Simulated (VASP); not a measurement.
# LiBr (Fm-3m) in VASP: vibrations by perturbation theory with PBE

Aim: the vibrations by perturbation theory of LiBr with PBE.

Everything below comes from runs of VASP 6.6.1. Logs are shortened: lines on timing, memory, paths and dates and some standing lists are left out, and cuts for length are marked.

### Step 1. The cell of the first run

The structure is cubic, space group Fm-3m (No. 225). The conventional cell has a = 5.511 Å, b = 5.511 Å, c = 5.511 Å, α = 90.00°, β = 90.00°, γ = 90.00°. Within 3.6 Å of Li (site symmetry m-3m) lie 6 Br at 2.76 Å. Within 3.6 Å of Br (site symmetry m-3m) lie 6 Li at 2.76 Å.

### Step 2. Vibrations by perturbation theory, PBE

File INCAR:

```
PREC     = Accurate       # precision mode
ENCUT    = 750            # plane-wave cutoff, eV
EDIFF    = 1E-8           # SCF threshold, eV
ISMEAR   = 0              # smearing method
SIGMA    = 0.01           # smearing width, eV
LREAL    = False          # projectors in reciprocal space
LASPH    = True           # aspherical terms in the spheres
NELM     = 120            # most SCF steps
ALGO     = Normal         # electronic algorithm
ISIF     = 2              # what is computed and relaxed
LWAVE    = False          # write WAVECAR
LCHARG   = True           # write CHGCAR
GGA      = PE             # functional
NBANDS   = 12             # bands
IBRION   = 8              # ionic algorithm
NSW      = 1              # ionic steps
LEPSILON = True           # dielectric tensor by DFPT
GGA_COMPAT= False
```

File KPOINTS:

```
Automatic mesh
0
Gamma
  8 8 8
```

File POSCAR:

```
LiBr
1.0
    0.0000000000      2.7554566450      2.7554566450
    2.7554566450      0.0000000000      2.7554566450
    2.7554566450      2.7554566450      0.0000000000
Li Br
1 1
Direct
    0.5000000000      0.5000000000      0.5000000000
    0.0000000000      0.0000000000      0.0000000000
```

Potentials or basis: VASP PAW PBE potentials, release 64 (Li_sv, Br).

Command:

```console
$ cat potpaw_PBE.64/Li_sv/POTCAR potpaw_PBE.64/Br/POTCAR > POTCAR
$ mpirun -np 1 vasp_std > vasp.out
```

OUTCAR:

```text
PREC = Accurate
   ENCUT = 750
   EDIFF = 1E-8
   ISMEAR = 0
   LREAL = False
   LASPH = True
   NELM = 120
   ISIF = 2
   GGA = PE
   IBRION = 8
   NSW = 1
   LEPSILON = True

 ion  position               nearest neighbor table
   1  0.500  0.500  0.500-
   2  0.000  0.000  0.000-

  LATTYP: Found a face centered cubic cell.
 ALAT       =     5.5109132900

  Lattice vectors:

 A1 = (   0.0000000000,   2.7554566450,   2.7554566450)
 A2 = (   2.7554566450,   0.0000000000,   2.7554566450)
 A3 = (   2.7554566450,   2.7554566450,   0.0000000000)

Analysis of symmetry for initial positions (statically):
=====================================================================
 Subroutine PRICEL returns:
 Original cell was already a primitive cell.

 Routine SETGRP: Setting up the symmetry group for a
 face centered cubic supercell.

 Subroutine GETGRP returns: Found 48 space group operations
 (whereof 48 operations were pure point group operations)
 out of a pool of 48 trial point group operations.

The static configuration has the point symmetry O_h .

Analysis of symmetry for dynamics (positions and initial velocities):
=====================================================================
 Subroutine PRICEL returns:
 Original cell was already a primitive cell.

 Routine SETGRP: Setting up the symmetry group for a
 face centered cubic supercell.

 Subroutine GETGRP returns: Found 48 space group operations
 (whereof 48 operations were pure point group operations)
 out of a pool of 48 trial point group operations.

The dynamic configuration has the point symmetry O_h .

 Subroutine INISYM returns: Found 48 space group operations
 (whereof 48 operations are pure point group operations),
 and found     1 'primitive' translations

----------------------------------------------------------------------------------------

[... 588 lines left out ...]
     0.00226  0.00000  0.00000
     0.00000  0.00950 -0.00000
    -0.00000 -0.00000  0.00950

 MACROSCOPIC STATIC DIELECTRIC TENSOR (including local field effects in DFT)
 ------------------------------------------------------
           3.420050     0.000000    -0.000000
          -0.000000     3.420050     0.000000
          -0.000000     0.000000     3.420050
 ------------------------------------------------------

 PIEZOELECTRIC TENSOR (including local field effects)  for field in x, y, z        (e  Angst)
          XX          YY          ZZ          XY          YZ          ZX
  --------------------------------------------------------------------------------
  x     0.00000     0.00000     0.00000     0.00000     0.00000     0.00000
  y     0.00000     0.00000     0.00000     0.00000     0.00000     0.00000
  z     0.00000     0.00000     0.00000     0.00000     0.00000     0.00000

 PIEZOELECTRIC TENSOR (including local field effects)  for field in x, y, z        (C/m^2)
          XX          YY          ZZ          XY          YZ          ZX
  --------------------------------------------------------------------------------
  x     0.00000     0.00000     0.00000     0.00000     0.00000     0.00000
  y     0.00000     0.00000     0.00000     0.00000     0.00000     0.00000
  z     0.00000     0.00000     0.00000     0.00000     0.00000     0.00000

 BORN EFFECTIVE CHARGES (including local field effects) (in |e|, cummulative output)
 ---------------------------------------------------------------------------------
 ion    1
    1     1.24256     0.00000     0.00000
    2    -0.00000     1.24256     0.00000
    3     0.00000     0.00000     1.24256
 ion    2
    1    -1.24256    -0.00000     0.00000
    2     0.00000    -1.24256     0.00000
    3     0.00000     0.00000    -1.24256

 INTERNAL STRAIN TENSOR FOR ION    2 for displacements in x,y,z  (eV/Angst):
          X           Y           Z          XY          YZ          ZX
  --------------------------------------------------------------------------------
  x     0.00000     0.00000     0.00000     0.00000     0.00000     0.00000
  y     0.00000     0.00000     0.00000     0.00000     0.00000     0.00000
  z     0.00000     0.00000     0.00000     0.00000     0.00000     0.00000

 SECOND DERIVATIVES (NOT SYMMETRIZED)
 ------------------------------------
               1X          1Y          1Z          2X          2Y          2Z
  1X    -0.467335    0.000000    0.000000    0.467335    0.000000    0.000000
  1Y     0.000000   -0.467335    0.000000    0.000000    0.467335    0.000000
  1Z     0.000000    0.000000   -0.467335    0.000000    0.000000    0.467335
  2X     0.464684    0.000000    0.000000   -0.464684    0.000000    0.000000
  2Y     0.000000    0.464684    0.000000    0.000000   -0.464684    0.000000
  2Z     0.000000    0.000000    0.464684    0.000000    0.000000   -0.464684

 Eigenvectors and eigenvalues of the dynamical matrix
 ----------------------------------------------------

   1 f  =    4.208889 THz    26.445227 2PiTHz  140.393411 cm-1    17.406557 meV
             X         Y         Z           dx          dy          dz
      2.755457  2.755457  2.755457    -0.000000   -0.959044    0.000000
      0.000000  0.000000  0.000000    -0.000000    0.283256    0.000000
[... 21 lines left out ...]
   6 f/i=    0.003252 THz     0.020436 2PiTHz    0.108489 cm-1     0.013451 meV
             X         Y         Z           dx          dy          dz
      2.755457  2.755457  2.755457    -0.044998   -0.057720    0.273638
      0.000000  0.000000  0.000000    -0.152354   -0.195428    0.926478

--------------------------------------------------------------------------------------------------------

 MACROSCOPIC STATIC DIELECTRIC TENSOR IONIC CONTRIBUTION
 ------------------------------------------------------
          14.328307    -0.000000     0.000000
          -0.000000    14.328307     0.000000
           0.000000     0.000000    14.328307
 ------------------------------------------------------

 ELASTIC MODULI CONTR FROM IONIC RELAXATION (kBar)
 Direction    XX          YY          ZZ          XY          YZ          ZX
 --------------------------------------------------------------------------------
 XX           0.0000      0.0000      0.0000      0.0000      0.0000      0.0000
 YY           0.0000      0.0000      0.0000      0.0000      0.0000      0.0000
 ZZ           0.0000      0.0000      0.0000      0.0000      0.0000      0.0000
 XY           0.0000      0.0000      0.0000      0.0000      0.0000      0.0000
 YZ           0.0000      0.0000      0.0000      0.0000      0.0000      0.0000
 ZX           0.0000      0.0000      0.0000      0.0000      0.0000      0.0000
 --------------------------------------------------------------------------------

 PIEZOELECTRIC TENSOR IONIC CONTR  for field in x, y, z        (C/m^2)
          XX          YY          ZZ          XY          YZ          ZX
  --------------------------------------------------------------------------------
  x     0.00000     0.00000     0.00000     0.00000     0.00000     0.00000
  y     0.00000     0.00000     0.00000     0.00000     0.00000     0.00000
  z     0.00000     0.00000     0.00000     0.00000     0.00000     0.00000
```

OSZICAR:

```text
N       E                     dE             d eps       ncg     rms          rms(c)
DAV:   1     0.449034715340E+02    0.44903E+02   -0.54294E+03   696   0.101E+03
DAV:   2    -0.261765096447E+01   -0.47521E+02   -0.45456E+02   876   0.177E+02
DAV:   3    -0.655377715478E+01   -0.39361E+01   -0.39220E+01  1176   0.392E+01
DAV:   4    -0.666931187335E+01   -0.11553E+00   -0.11546E+00   904   0.553E+00
DAV:   5    -0.667016958847E+01   -0.85772E-03   -0.85769E-03   968   0.572E-01    0.195E+00
[... 257 lines left out ...]
RMM:  10    -0.138247843232E+00    0.17700E-06    0.10776E-06  3433   0.173E-04    0.100E-05
RMM:  11    -0.138247807658E+00    0.35574E-07    0.86034E-07  3480   0.745E-05    0.574E-06
RMM:  12    -0.138247788672E+00    0.18987E-07    0.24743E-07  3396   0.328E-05    0.279E-06
RMM:  13    -0.138247797588E+00   -0.89164E-08    0.14087E-07  3313   0.161E-05    0.110E-06
RMM:  14    -0.138247792765E+00    0.48231E-08    0.61472E-08  3049   0.910E-06    0.849E-07
 Linear response finished
```

Wall time 6.6 min (1 thread of Intel Xeon 6975P-C (Granite Rapids), shared host); peak memory 0.32 GiB.

What came out:

```
Electronic dielectric tensor (diagonal)                 : 3.42
Born charges (mean of the diagonal)                     : Li +1.24; Br -1.24 e
Highest phonon frequency at Γ, LO-TO splitting left out : 140 cm⁻¹
```

Phonon frequencies in cm⁻¹ (negative: imaginary):
| q point | frequencies |
| --- | --- |
| (0.000, 0.000, 0.000) | 0 0 0 140 140 140 |

Electronic dielectric tensor:
```
3.42 0.00 0.00
0.00 3.42 0.00
0.00 0.00 3.42
```

Born effective charge tensors (e):
atom 1, Li
```
1.24 0.00 0.00
0.00 1.24 0.00
0.00 0.00 1.24
```
atom 2, Br
```
-1.24  0.00  0.00
 0.00 -1.24  0.00
 0.00  0.00 -1.24
```
